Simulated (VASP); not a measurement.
Crystal: ZrB.

```
CELL_PARAMETERS angstrom
1.96143 -1.98572 0.00000
1.96143 1.98572 0.00000
0.00000 0.00000 4.01395
ATOMIC_POSITIONS crystal
Zr 0.00000 0.00000 0.50000
B 0.50000 0.50000 0.50000
```

Base run:

```yaml
Program: VASP 6.6.1
Functional: PBE
Potentials_or_basis: VASP PAW PBE potentials, release 64 (Zr_sv, B)
Cutoff: 520 eV
k_mesh: 10 × 10 × 7
Occupations: fermi-dirac, width 0.05 eV
Spin: no spin polarisation
```

Its results: band gap on the k mesh zero (an odd number of electrons rules out a gap without spin polarisation); pressure 76.5 GPa.

The run is repeated on the same cell with these changes: functional from PBE to LDA; potentials or basis from VASP PAW PBE potentials, release 64 (Zr_sv, B) to VASP PAW LDA potentials, release 64 (Zr_sv, B). What comes out?

Band gap on the k mesh zero (an odd number of electrons rules out a gap without spin polarisation); pressure 69.2 GPa.

Caveats: the cell stands under pressure.
